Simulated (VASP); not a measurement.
Here is a VASP 6.6.1 calculation.

File INCAR:

```
SYSTEM = Hf
  PREC = Accurate
  ENCUT = 520
  EDIFF = 1E-6
  ISMEAR = -1
  SIGMA = 0.03
  LREAL = .False.
  LASPH = .True.
  NELM = 60
  ALGO = Normal
  ISIF = 2
  LWAVE = .False.
  LCHARG = .False.
  GGA = PE
  NBANDS = 11
```

KPOINTS

```
regular mesh
0
Gamma
  12 12 12
  0 0 0
```

The input POSCAR:

```
Hf
1.0
    0.0000000000      2.2200000000      2.2200000000
    2.2200000000      0.0000000000      2.2200000000
    2.2200000000      2.2200000000      0.0000000000
Hf
1
Direct
    0.0000000000      0.0000000000      0.0000000000
```

Potentials or basis: VASP PAW PBE potentials, release 64 (Hf_pv).

Launch:

```bash
$ cat potpaw_PBE.64/Hf_pv/POTCAR > POTCAR
$ mpirun -np 1 vasp_std > vasp.out
```

**Question.** Estimate the band gap on the k mesh.

**Answer.** Zero (band 5 reaches 6.31 eV, above the bottom of band 6 at 4.50 eV).

**Question.** What does it give for the pressure?

**Answer.** 2.6 GPa.

Caveat: spin-orbit coupling is left out, which moves the levels of the heavy elements.
